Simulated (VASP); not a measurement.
# SmNb in VASP: further runs

SmNb is run at these levels: PBE; tasks: relaxation of cell and atoms, single point.

Program: VASP 6.6.1. These are calculated values, not measurements. Logs are shortened: lines on timing, memory, paths and dates and some standing lists are left out, and cuts for length are marked.

## 1. The cell of the first run

Symmetry: Fm-3m, No. 225, cubic system. Conventional cell: a = 5.615 Å, b = 5.615 Å, c = 5.615 Å, α = 90.00°, β = 90.00°, γ = 90.00°. Within 3.7 Å of Sm (site symmetry m-3m) lie 6 Nb at 2.81 Å. Nb (site symmetry m-3m) has 6 Sm at 2.81 Å within 3.7 Å.

The cell was built from a structure type or drawn by symmetry, and may not be a known phase.

## 2. Relaxation of cell and atoms, PBE

INCAR

```
PREC     = Accurate       # precision mode
ENCUT    = 500            # plane-wave cutoff, eV
EDIFF    = 1E-7           # SCF threshold, eV
ISMEAR   = 0              # smearing method
SIGMA    = 0.2            # smearing width, eV
LREAL    = False          # projectors in reciprocal space
LASPH    = True           # aspherical terms in the spheres
NELM     = 200            # most SCF steps
ALGO     = Normal         # electronic algorithm
ISIF     = 3              # what is computed and relaxed
LWAVE    = False          # write WAVECAR
LCHARG   = False          # write CHGCAR
GGA      = PE             # functional
IBRION   = 2              # ionic algorithm
NSW      = 36             # ionic steps
EDIFFG   = -0.08          # ionic threshold
GGA_COMPAT= False        
NELMIN   = 4            
LMAXMIX  = 6              # l up to which the mixer works
```

KPOINTS

```
regular mesh
0
Gamma
  6 6 6
```

POSCAR

```
SmNb
1.0
    0.0000000000      2.8074069600      2.8074069600
    2.8074069600      0.0000000000      2.8074069600
    2.8074069600      2.8074069600      0.0000000000
Sm Nb
1 1
Direct
    0.0000000000      0.0000000000      0.0000000000
    0.5000000000      0.5000000000      0.5000000000
```

Potentials or basis: VASP PAW PBE potentials, release 64 (Sm_3, Nb_sv), 4f in core.

Launch:

```
cat potpaw_PBE.64/Sm_3/POTCAR potpaw_PBE.64/Nb_sv/POTCAR > POTCAR
mpirun -np 1 vasp_std > vasp.out
```

OUTCAR:

```text
PREC = Accurate
   ENCUT = 500
   EDIFF = 1E-7
   ISMEAR = 0
   LREAL = False
   LASPH = True
   NELM = 200
   ISIF = 3
   GGA = PE
   IBRION = 2
   NSW = 36
   EDIFFG = -0.08
   NELMIN = 4

 ion  position               nearest neighbor table
   1  0.000  0.000  0.000-   2 2.81   2 2.81   2 2.81   2 2.81   2 2.81   2 2.81
   2  0.500  0.500  0.500-   1 2.81   1 2.81   1 2.81   1 2.81   1 2.81   1 2.81

  LATTYP: Found a face centered cubic cell.
 ALAT       =     5.6148139200

  Lattice vectors:

 A1 = (   0.0000000000,   2.8074069600,   2.8074069600)
 A2 = (   2.8074069600,   0.0000000000,   2.8074069600)
 A3 = (   2.8074069600,   2.8074069600,   0.0000000000)

Analysis of symmetry for initial positions (statically):
=====================================================================
 Subroutine PRICEL returns:
 Original cell was already a primitive cell.

 Routine SETGRP: Setting up the symmetry group for a
 face centered cubic supercell.

 Subroutine GETGRP returns: Found 48 space group operations
 (whereof 48 operations were pure point group operations)
 out of a pool of 48 trial point group operations.

The static configuration has the point symmetry O_h .

Analysis of symmetry for dynamics (positions and initial velocities):
=====================================================================
 Subroutine PRICEL returns:
 Original cell was already a primitive cell.

 Routine SETGRP: Setting up the symmetry group for a
 face centered cubic supercell.

 Subroutine GETGRP returns: Found 48 space group operations
 (whereof 48 operations were pure point group operations)
 out of a pool of 48 trial point group operations.

The dynamic configuration has the point symmetry O_h .

 Subroutine INISYM returns: Found 48 space group operations
 (whereof 48 operations are pure point group operations),
 and found     1 'primitive' translations

----------------------------------------------------------------------------------------

                                     Primitive cell

  volume of cell :      44.2533

  direct lattice vectors                    reciprocal lattice vectors
     0.000000000  2.807406960  2.807406960    -0.178100292  0.178100292  0.178100292
[... 63 lines left out ...]
   dimension x,y,z NGXF=    60 NGYF=   60 NGZF=   60
   ions per type =               1   1
   NGX,Y,Z   is equivalent  to a cutoff of  12.56, 12.56, 12.56 a.u.
   NGXF,Y,Z  is equivalent  to a cutoff of  25.12, 25.12, 25.12 a.u.
 SYSTEM =  unknown system
   PREC   = accura    normal or accurate (medium, high low for compatibility)
   ISTART =      0    job   : 0-new  1-cont  2-samecut
   ICHARG =      2    charge: 1-file 2-atom 10-const
   ISPIN  =      1    spin polarized calculation?
   LNONCOLLINEAR =      F non collinear calculations
   LSORBIT =      F    spin-orbit coupling
   LASPH  =      T    aspherical Exc in radial PAW
   ENCUT  =  500.0 eV  36.75 Ry    6.06 a.u.   7.24  7.24  7.24*2*pi/ulx,y,z
   NELM   =    200;   NELMIN=  4; NELMDL= -5     # of ELM steps
   EDIFF  = 0.1E-06   stopping-criterion for ELM
   LREAL  =      F    real-space projection
   EDIFFG = -.8E-01   stopping-criterion for IOM
   NSW    =     36    number of steps for IOM
   IBRION =      2    ionic relax: 0-MD 1-quasi-New 2-CG
   NFREE  =      1    steps in history (QN), initial steepest desc. (CG)
   ISIF   =      3    stress and relaxation
   ISYM   =      2    0-nonsym 1-usesym 2-fastsym
   POTIM  = 0.5000    time-step for ionic-motion
   TEBEG  =    0.0;   TEEND  =   0.0 temperature during run
   PSTRESS=    0.0 pullay stress
   NELECT =      24.0000    total number of electrons
   NUPDOWN=      -1.0000    fix difference up-down
   EMIN   =  10.00;   EMAX   =-10.00  energy-range for DOS
   EFERMI =   0.00;   METHOD = LEGACY
   ISMEAR =     0;   SIGMA  =   0.20  broadening in eV -4-tet -1-fermi 0-gaus
   EFERMI_NEDOS =   21; number of points for ismear=-14 and -15
   IALGO  =     38    algorithm
   IMIX   =      4    mixing-type and parameters
     AMIX     =   0.40;   BMIX     =  1.00
     AMIX_MAG =   1.60;   BMIX_MAG =  1.00
  volume/ion in A,a.u.               =      22.13       149.32
  Fermi-wavevector in a.u.,A,eV,Ry     =   1.335047  2.522873 24.250349  1.782350
  Thomas-Fermi vector in A             =   2.463781
   LORBIT       =      0    0 simple, 1 ext, 2 COOP (PROOUT), +10 PAW based schemes
   GGA     = PE    functional components
   LHFCALC =     F    Hartree Fock is set to
   AEXX    =    0.0000 exact exchange contribution
   IVDW    =     0    specifies the selected vdW correction
   LEPSILON=     F    determine dielectric tensor
   LRPA    =     F    only Hartree local field effects (RPA)
 conjugate gradient relaxation of ions
 non-spin polarized calculation
 Gauss-broadening in eV      SIGMA  =   0.20
  energy-cutoff  :      500.00
  volume of cell :       44.25
 maximum number of plane-waves:      1158
 NGX is ok and might be reduce to    30
   NGX = 15   NGY = 15   NGZ = 15

--------------------------------------- Ionic step        1  -------------------------------------------

 number of electron      23.9999998 magnetization

 Free energy of the ion-electron system (eV)
  ---------------------------------------------------
  ext. energy  EPLUGINS =         0.00000000
  ---------------------------------------------------
  free energy    TOTEN  =       -11.91916844 eV

  energy without entropy =      -11.87134585  energy(sigma->0) =      -11.89525714

------------------------ aborting loop because EDIFF is reached ----------------------------------------

  FORCE on cell =-STRESS in cart. coord.  units (eV):
  Direction    XX          YY          ZZ          XY          YZ          ZX
  --------------------------------------------------------------------------------------
  -------------------------------------------------------------------------------------
  Total        3.5496536      3.5496536      3.5496536      0.0000000      0.0000000     -0.0000000
  in kB      128.5140023    128.5140023    128.5140023      0.0000000      0.0000000     -0.0000000
  external PRESSURE =     128.5140023 kB  Pullay stress =       0.0000000 kB
[... 59 lines left out ...]
--------------------------------------- Ionic step        3  -------------------------------------------

 number of electron      23.9999999 magnetization

 Free energy of the ion-electron system (eV)
  ---------------------------------------------------
  ext. energy  EPLUGINS =         0.00000000
  ---------------------------------------------------
  free energy    TOTEN  =       -12.21813333 eV

  energy without entropy =      -12.12710185  energy(sigma->0) =      -12.17261759

 E-fermi :   5.3542     XC(G=0): -10.6189

 val. band max:        5.3535648895   @ k =  -0.3333   0.1667   0.0000
 cond. band min:       5.3738193800   @ k =  -0.3333   0.5000   0.1667
 fundamental gap:      0.0202544905
 Fermi energy:         5.3541848143

 k-point     1 :       0.0000    0.0000    0.0000
  band No.  band energies     occupation
      1     -49.3428      2.00000
      2     -34.6370      2.00000
      3     -25.4527      2.00000
      4     -25.4527      2.00000
      5     -25.4527      2.00000
      6     -14.0770      2.00000
[... 322 lines left out ...]
  FREE ENERGIE OF THE ION-ELECTRON SYSTEM (eV)
  ---------------------------------------------------
  free  energy   TOTEN  =       -12.2181333269 eV

  energy  without entropy=      -12.1271018522  energy(sigma->0) =      -12.17261759

 reached required accuracy - stopping structural energy minimisation
```

OSZICAR:

```text
N       E                     dE             d eps       ncg     rms          rms(c)
DAV:   1     0.213932528590E+03    0.21393E+03   -0.12848E+04   512   0.143E+03
DAV:   2    -0.281251175260E+01   -0.21675E+03   -0.21442E+03   680   0.458E+02
DAV:   3    -0.124559600884E+02   -0.96434E+01   -0.94950E+01   920   0.747E+01
[... 36 lines left out ...]
DAV:   9    -0.122181340687E+02    0.64443E-06   -0.97899E-06   744   0.184E-02    0.608E-03
DAV:  10    -0.122181340254E+02    0.43278E-07   -0.19857E-06   680   0.930E-03    0.226E-03
DAV:  11    -0.122181331277E+02    0.89766E-06   -0.69310E-07   672   0.649E-03    0.104E-03
DAV:  12    -0.122181333019E+02   -0.17413E-06   -0.27909E-08   280   0.176E-03    0.219E-04
DAV:  13    -0.122181333269E+02   -0.25002E-07   -0.65904E-09   264   0.915E-04
   3 F= -.12218133E+02 E0= -.12172618E+02  d E =-.298965E+00
```

CONTCAR:

```text
SmNb
   1.00000000000000
     0.0000000000000000    2.9781584424908139    2.9781584424908139
     2.9781584424908139    0.0000000000000000    2.9781584424908139
     2.9781584424908139    2.9781584424908139    0.0000000000000000
  Sm              Nb
     1     1
Direct
     0.0000000000000000    0.0000000000000000    0.0000000000000000
     0.5000000000000000    0.5000000000000000    0.5000000000000000

  0.00000000E+00  0.00000000E+00  0.00000000E+00
  0.00000000E+00  0.00000000E+00  0.00000000E+00
```

Wall time 22 s (1 thread of Intel Xeon Platinum 8481C at 2.70GHz (Sapphire Rapids), shared host); peak memory 0.18 GiB.

What came out:

```
Free energy                           : -12.2181 eV
Relaxed volume                        : 26.41 Å³/atom
Relaxed cell                          : a = 4.212 Å, b = 4.212 Å, c = 4.212 Å, α = 60.00°, β = 60.00°, γ = 60.00°
Space group after relaxing (to 0.1 Å) : Fm-3m (No. 225)
Energy gained by relaxing             : 149.5 meV/atom
Ionic steps                           : 3
Pressure after relaxing               : 0.2 GPa
Band gap on the k mesh                : zero (bands 12 and 13 overlap by 2.15 eV)
```

The path:
```csv
step,energy change (eV),largest force (eV/Å),pressure (GPa),volume (Å³)
1,0.0000,0.0000,12.85,44.25
2,-0.2630,0.0000,-3.08,56.62
3,-0.2990,0.0000,0.19,52.83
```

Final structure:
```
Sm Nb
1.0
     0.00000    2.97816    2.97816
     2.97816    0.00000    2.97816
     2.97816    2.97816    0.00000
Sm Nb
1 1
Direct
  0.00000 0.00000 0.00000
  0.50000 0.50000 0.50000
```

Levels at points of the mesh, in eV from the Fermi level:
| k point | band 10 | band 11 | band 12 | band 13 | band 14 | band 15 |
| --- | --- | --- | --- | --- | --- | --- |
| (0.00, 0.00, 0.00) | -1.64 | -1.64 | -1.48 | -1.48 | -1.48 | 5.83 |
| (0.50, 0.00, 0.00) | -1.27 | 0.35 | 0.35 | 1.21 | 1.21 | 1.47 |
| (0.50, 0.50, 0.00) | -1.76 | -0.87 | -0.30 | 1.24 | 1.39 | 1.39 |

Caveat: the volume moved by over 15 % at a fixed basis, so the end points are rough; spin-orbit coupling is left out, which moves the levels of the heavy elements; the 4f electrons are frozen in the core, so they carry no moment and show no levels.

## 3. Single point, PBE

This run uses another cell than the first one, of 26.27 Å³/atom.

INCAR

```
SYSTEM = SmNb
PREC = Accurate
ENCUT = 500
EDIFF = 1E-6
ISMEAR = 0
SIGMA = 0.2
LREAL = .False.
LASPH = .True.
NELM = 200
ALGO = Normal
ISIF = 2
LWAVE = .False.
LCHARG = .True.
GGA = PE
LELF = .True.
LVHAR = .True.
NBANDS = 19
GGA_COMPAT = .False.
LMAXMIX = 6
```

KPOINTS

```
regular mesh
0
Gamma
  7 7 7
  0 0 0
```

POSCAR

```
SmNb
1.0
   -2.1009199092      2.1009199092      2.9762205718
    2.1009199092     -2.1009199092      2.9762205718
    2.1009199092      2.1009199092     -2.9762205718
Sm Nb
1 1
Direct
    0.0000000000      0.0000000000      0.0000000000
    0.5000000000      0.5000000000      0.0000000000
```

Potentials or basis: VASP PAW PBE potentials, release 64 (Sm_3, Nb_sv), 4f in core.

Launch:

```
cat potpaw_PBE.64/Sm_3/POTCAR potpaw_PBE.64/Nb_sv/POTCAR > POTCAR
mpirun -np 1 vasp_std > vasp.out
```

OUTCAR:

```text
SYSTEM = SmNb
   PREC = Accurate
   ENCUT = 500
   EDIFF = 1E-6
   ISMEAR = 0
   LREAL = .False.
   LASPH = .True.
   NELM = 200
   ISIF = 2
   GGA = PE

 ion  position               nearest neighbor table
   1  0.000  0.000  0.000-   2 2.97   2 2.97   2 2.97   2 2.97   2 2.98   2 2.98
   2  0.500  0.500  0.000-   1 2.97   1 2.97   1 2.97   1 2.97   1 2.98   1 2.98

  LATTYP: Found a body centered tetragonal cell.
 ALAT       =     4.2018398184
 C/A-ratio  =     1.4166273349

  Lattice vectors:

 A1 = (  -2.1009199092,   2.1009199092,   2.9762205718)
[... 715 lines left out ...]

  FORCE on cell =-STRESS in cart. coord.  units (eV):
  Direction    XX          YY          ZZ          XY          YZ          ZX
  --------------------------------------------------------------------------------------
  -------------------------------------------------------------------------------------
  Total        0.1710074      0.1710074      0.0952325      0.0000000      0.0000000      0.0000000
  in kB        5.2141247      5.2141247      2.9036988      0.0000000      0.0000000      0.0000000
  external PRESSURE =       4.4439827 kB  Pullay stress =       0.0000000 kB

 VOLUME and BASIS-vectors are now :
 -----------------------------------------------------------------------------
  energy-cutoff  :      500.00
  volume of cell :       52.55
      direct lattice vectors                 reciprocal lattice vectors
    -2.100919909  2.100919909  2.976220572     0.000000000  0.237990986  0.167998301
     2.100919909 -2.100919909  2.976220572     0.237990986  0.000000000  0.167998301
     2.100919909  2.100919909 -2.976220572     0.237990986  0.237990986  0.000000000

 POSITION                                       TOTAL-FORCE (eV/Angst)
 -----------------------------------------------------------------------------------
      0.00000      0.00000      0.00000        -0.000000     -0.000000      0.000000
      0.00000      0.00000      2.97622         0.000000      0.000000     -0.000000
 -----------------------------------------------------------------------------------
    total drift:                               -0.000000      0.000000     -0.000000

  FREE ENERGIE OF THE ION-ELECTRON SYSTEM (eV)
  ---------------------------------------------------
  free  energy   TOTEN  =       -12.2455285596 eV

  energy  without entropy=      -12.1743096196  energy(sigma->0) =      -12.20991909
```

OSZICAR:

```text
N       E                     dE             d eps       ncg     rms          rms(c)
DAV:   1     0.208445315795E+03    0.20845E+03   -0.11958E+04  1520   0.117E+03
DAV:   2    -0.170385135996E+01   -0.21015E+03   -0.20566E+03  1882   0.388E+02
DAV:   3    -0.127699631929E+02   -0.11066E+02   -0.10719E+02  2803   0.671E+01
DAV:   4    -0.131233384560E+02   -0.35338E+00   -0.35096E+00  1959   0.968E+00
DAV:   5    -0.131443250075E+02   -0.20987E-01   -0.20962E-01  2322   0.200E+00    0.804E+00
DAV:   6    -0.123557627992E+02    0.78856E+00   -0.84837E+00  2076   0.146E+01    0.352E+00
DAV:   7    -0.122366234233E+02    0.11914E+00   -0.10197E+00  2059   0.590E+00    0.252E+00
DAV:   8    -0.122465185532E+02   -0.98951E-02   -0.60662E-02  2195   0.229E+00    0.365E-01
DAV:   9    -0.122452926085E+02    0.12259E-02   -0.87692E-03  2138   0.703E-01    0.202E-01
DAV:  10    -0.122455347290E+02   -0.24212E-03   -0.58252E-04  1799   0.251E-01    0.342E-02
DAV:  11    -0.122455263162E+02    0.84128E-05   -0.11507E-04  2058   0.864E-02    0.197E-02
DAV:  12    -0.122455286783E+02   -0.23620E-05   -0.90603E-06  2181   0.255E-02    0.268E-03
DAV:  13    -0.122455285596E+02    0.11864E-06   -0.20582E-07   960   0.411E-03
   1 F= -.12245529E+02 E0= -.12209919E+02  d E =-.712189E-01
```

stdout:

```text
POSCAR found type information on POSCAR SmNb
 POSCAR found :  2 types and       2 ions
 scaLAPACK will be used
 LDA part: xc-table for (Slater+PW92), standard interpolation
 POSCAR, INCAR and KPOINTS ok, starting setup
 FFT: planning ... GRIDC
 FFT: planning ... GRID_SOFT
 FFT: planning ... GRID
 WAVECAR not read
 entering main loop
```

Run time: 15 s. Hardware: 1 thread of Intel Xeon Platinum 8481C at 2.70GHz (Sapphire Rapids), shared host; peak memory 0.2 GiB.

What came out:

| Quantity | Value |
| --- | --- |
| Free energy | -12.2455 eV |
| Pressure | 0.4 GPa |
| Band gap on the k mesh | zero (bands 12 and 13 overlap by 1.84 eV) |

Levels at points of the mesh, in eV from the Fermi level:
```tsv
k point	band 8	band 9	band 10	band 11	band 12	band 13	band 14	band 15	band 16	band 17
(0.00, 0.00, 0.00)	-19.43	-4.50	-1.68	-1.68	-1.54	-1.52	-1.52	5.83	5.83	5.85
```

Caveat: spin-orbit coupling is left out, which moves the levels of the heavy elements; the 4f electrons are frozen in the core, so they carry no moment and show no levels. Spin polarisation is off, so any magnetic state and its effect on volume and gap are missing.
